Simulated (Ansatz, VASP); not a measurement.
Given: the input of a run of Ansatz 0.2.0 on Ti.

File input.yaml:

```yaml
crystal:
  lattice:
    - [4.5976232276, 0.0, 0.0]
    - [-2.2988116138, 3.9816585121, 0.0]
    - [0.0, 0.0, 2.8449616649]
  atoms:
    - { symbol: Ti, position: [0.6666666667, 0.3333333333, 0.5] }
    - { symbol: Ti, position: [0.3333333333, 0.6666666667, 0.5] }
    - { symbol: Ti, position: [0.0, 0.0, 0.0] }
hamiltonian:
  xc: r2scan
  pseudopotentials: { kind: paw }
kpoints:
  mp_grid: { grid: [7, 7, 9] }
scf:
  occupations: { method: fermi_dirac, width: 0.05 }
output:
  forces: true
  stress: true
  eigenvalues: true
```

Potentials or basis: Ansatz PAW.

The run is started by

```console
$ ansatz run input.yaml --threads 2 --pin off --max-ram 5632MiB --backend cpu --events-out ev --progress --plain --runs-dir out
```

Task: Set up the same calculation for VASP 6.6.1. Potentials there: VASP PAW PBE potentials, release 64 (Ti_sv).

Result: As run (the cutoff follows the program's own potentials):

File POSCAR:

```
Ti
1.0
    4.5976232276      0.0000000000      0.0000000000
   -2.2988116138      3.9816585121      0.0000000000
    0.0000000000      0.0000000000      2.8449616649
Ti
3
Direct
    0.6666666667      0.3333333333      0.5000000000
    0.3333333333      0.6666666667      0.5000000000
    0.0000000000      0.0000000000      0.0000000000
```

The input INCAR.step1:

```
SYSTEM = Ti
  ALGO = Normal
  EDIFF = 1E-4
  ENCUT = 520
  GGA = PE
  ISMEAR = -1
  LASPH = .TRUE.
  LCHARG = .FALSE.
  LREAL = .FALSE.
  LWAVE = .TRUE.
  NBANDS = 25
  NELM = 100
  PREC = Accurate
  SIGMA = 0.05
```

Contents of INCAR.step2:

```
SYSTEM = Ti
  ALGO = Normal
  EDIFF = 1E-6
  ENCUT = 520
  ISIF = 2
  ISMEAR = -1
  ISTART = 1
  LASPH = .TRUE.
  LCHARG = .FALSE.
  LMIXTAU = .TRUE.
  LREAL = .FALSE.
  LWAVE = .FALSE.
  METAGGA = R2SCAN
  NBANDS = 25
  NELM = 100
  PREC = Accurate
  SIGMA = 0.05
```

KPOINTS

```
k-points
0
G
  7 7 9
  0 0 0
```

Potentials or basis: VASP PAW PBE potentials, release 64 (Ti_sv).

The run is started by

```bash
$ cat potpaw_PBE.64/Ti_sv/POTCAR > POTCAR
$ cp INCAR.step1 INCAR
$ mpirun -np 1 vasp_std > vasp.out
$ cp INCAR.step2 INCAR
$ mpirun -np 1 vasp_std > vasp.out
```

Both were run:

|  | VASP | Ansatz | Ansatz less VASP |
| --- | --- | --- | --- |
| gap on the k mesh at the Fermi level (eV) | none | none | - |
| pressure (GPa) | -1.9 | -2.4 | -0.42 |
| traceless stress, the component that is largest in VASP (GPa) | -0.21 | -0.17 | +0.044 |

VASP's potentials were made for PBE, not for r2SCAN. A gap of «none» marks a metal or a gap that the smearing closes.
